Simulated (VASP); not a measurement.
Wanted: the native input for a VASP 6.6.1 run.

```
Task                   : single point
Functional             : PBE
Potentials or basis    : VASP PAW PBE potentials, release 64 (B, Pd, Ir)
Cutoff                 : 520 eV
k mesh                 : 6 × 6 × 4
Occupations            : gaussian, width 0.1 eV
Spin                   : no spin polarisation
Dipole correction      : no
Further INCAR settings : ALGO = Fast; EDIFF = 1e-06; NBANDS = 28
```

The structure of BIr3Pd lies in POSCAR:

```
BIr3Pd
1.0
    3.1601809600      0.0000000000      0.0000000000
    0.0000000000      3.1601809600      0.0000000000
    0.0000000000      0.0000000000      7.0675606600
B Pd Ir
1 1 3
Direct
    0.5000000000      0.5000000000      0.0000000000
    0.0000000000      0.0000000000      0.0000000000
    0.5000000000      0.5000000000      0.3539235000
    0.5000000000      0.5000000000      0.6460765000
    0.0000000000      0.0000000000      0.5000000000
```

One way to write it, as run:

INCAR

```
PREC = Accurate
ENCUT = 520
EDIFF = 1E-6
ISMEAR = 0
SIGMA = 0.1
LREAL = F
LASPH = T
NELM = 60
ALGO = Fast
ISIF = 2
LWAVE = F
LCHARG = F
GGA = PE
NBANDS = 28
```

KPOINTS

```
regular mesh
0
Gamma
  6 6 4
```

Potentials or basis: VASP PAW PBE potentials, release 64 (B, Pd, Ir).

Run with:

```sh
$ cat potpaw_PBE.64/B/POTCAR potpaw_PBE.64/Pd/POTCAR potpaw_PBE.64/Ir/POTCAR > POTCAR
$ mpirun -np 1 vasp_std > vasp.out
```

Results of the run:

```yaml
Pressure: 50.5 GPa
Largest_force: 21.538 eV/Å
Band_gap_on_the_k_mesh: zero (band 20 reaches 9.14 eV, above the bottom of band 21 at 8.12 eV)
```

Caveat: spin-orbit coupling is left out, which moves the levels of the heavy elements; forces of over 1 eV/Å act on the atoms, so gaps and moduli don't describe the material at rest.

It took 35 s on 1 thread of Intel(R) Xeon(R) 6975P-C (Granite Rapids), with other jobs on the host, peak memory 0.21 GiB.
